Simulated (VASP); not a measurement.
Wanted: the native input for a VASP 6.6.1 run.

| Item | Value |
| --- | --- |
| Task | single point |
| Functional | PBE |
| Dispersion | D3(BJ) |
| Potentials or basis | VASP PAW PBE potentials, release 64 (O) |
| Cutoff | 520 eV |
| k mesh | 1 × 1 × 1 |
| Occupations | fermi-dirac, width 0.02 eV |
| Spin | collinear spin, ferromagnetic start |
| Starting moments | [0.56, 0.56, 0.56, 0.56, 0.56, 0.56, 0.56, 0.56, 0.56, 0.56, 0.56, 0.56, 0.56, 0.56, 0.56, 0.56] μB |
| Dipole correction | no |
| Further INCAR settings | LREAL = Auto; ALGO = Normal; EDIFF = 1e-07; NBANDS = 66 |

The structure of O lies in POSCAR:

```
O
1.0
    7.8772940000      0.0000000000      0.0000000000
    0.0000000000      7.8772940000      0.0000000000
    0.0000000000      0.0000000000      7.8772940000
O
16
Direct
    0.1442119591      0.6216347898      1.0424391930
    0.1065848247      0.6154905479      0.8942791776
    0.3804352104      0.3116933302      0.2737234385
    0.4147236348      0.4050756516      0.1632921153
    0.0254021241      0.2796899544      0.7278641625
    0.1137573385      0.1547231829      0.7052675703
    0.0914146406      0.8206625270      0.4878959704
    0.0707476451      0.9240609783      0.3762840387
    0.8177554373      0.1408478597      1.0400145024
    0.8301835630     -0.0135706500      1.0132667386
    0.4342100219      0.9182848831      0.9202525639
    0.4800506367      0.9392946359      0.7740856187
    0.6199971716      0.1971996983      0.5459996796
    0.7264423544      0.1808362110      0.4331436658
    0.3983220634      0.6964955224      0.5533499194
    0.3885344383      0.6090289381      0.4163485583
```

The input as run:

INCAR

```
PREC = Accurate ; ENCUT = 520
EDIFF = 1E-7 ; ISMEAR = -1
SIGMA = 0.02 ; LREAL = Auto
LASPH = T ; NELM = 150
ALGO = Normal ; ISIF = 2
LWAVE = F ; LCHARG = T
ISPIN = 2 ; MAGMOM = 0.56 0.56 0.56 0.56 0.56 0.56 0.56 0.56 0.56 0.56 0.56 0.56 0.56 0.56 0.56 0.56
LORBIT = 11 ; GGA = PE
IVDW = 12 ; LELF = T
LVHAR = T ; NBANDS = 66
```

KPOINTS

```
Automatic mesh
0
Gamma
  1 1 1
```

Potentials or basis: VASP PAW PBE potentials, release 64 (O).

Launch:

```console
$ cat potpaw_PBE.64/O/POTCAR > POTCAR
$ mpirun -np 1 vasp_gam > vasp.out
```

It gave:

| Item | Value |
| --- | --- |
| Pressure | 1.3 GPa |
| Largest force | 5.676 eV/Å |
| Band gap on the k mesh | 1.22 eV |
| Net moment | 16.00 μB per cell |
| Site moments | O +0.81, +0.80, +0.83 μB |
| Valence electrons inside the program's atomic spheres | O 4.93, 4.99, 4.91, 4.92, 4.88, 4.89, 4.82, 4.83 |
| Dispersion energy per atom | -0.024 eV |

Caveat: the k points lie up to 0.80 Å⁻¹ apart; the standard files for N, O and F lose accuracy on very short bonds.

Wall time 3.5 min on 1 thread of AMD EPYC 7R13 (shared host), peak memory 0.56 GiB.
